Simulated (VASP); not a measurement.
Write the native input for VASP 6.6.1 that does the following.

- Task: single point
- Functional: PBE
- Potentials or basis: VASP PAW PBE potentials, release 64 (Ba_sv, S)
- Cutoff: 520 eV
- k mesh: 6 × 6 × 4
- Occupations: fermi-dirac, width 0.02 eV
- Spin: no spin polarisation
- Dipole correction: no
- Further INCAR settings: ALGO = Normal; EDIFF = 1e-06; NBANDS = 24

The structure of BaS lies in POSCAR:

```
BaS
1.0
    5.3818560826      0.0000000000      0.0000000000
   -2.6909280413      4.6608240870      0.0000000000
    0.0000000000      0.0000000000      6.7535562510
Ba S
2 2
Direct
    0.3333333333      0.6666666667     -0.0625000000
    0.6666666667      0.3333333333      0.4375000000
    0.3333333333      0.6666666667      0.4375000000
    0.6666666667      0.3333333333      0.9375000000
```

This cell differs from its parent crystal: uniaxial z strain +5.8%.

These files were run (other wordings do the same):

INCAR

```
ALGO = Normal
EDIFF = 1E-6
ENCUT = 520
GGA = PE
ISIF = 2
ISMEAR = -1
LASPH = True
LCHARG = False
LREAL = False
LWAVE = False
NBANDS = 24
NELM = 100
PREC = Accurate
SIGMA = 0.02
```

KPOINTS

```
k-points
0
Gamma
  6 6 4
```

Potentials or basis: VASP PAW PBE potentials, release 64 (Ba_sv, S).

Run with:

```bash
$ cat potpaw_PBE.64/Ba_sv/POTCAR potpaw_PBE.64/S/POTCAR > POTCAR
$ mpirun -np 1 vasp_std > vasp.out
```

It gave:

| Property | Result |
| --- | --- |
| Pressure | -1.2 GPa |
| Band gap on the k mesh | 2.60 eV (least direct gap 2.63 eV) |

Caveat: the cell differs from its parent crystal (uniaxial z strain +5.8%); spin-orbit coupling is left out, which moves the levels of the heavy elements.

It took 2.6 min on 1 thread of Intel Xeon 8259CL (shared host), peak memory 0.3 GiB.
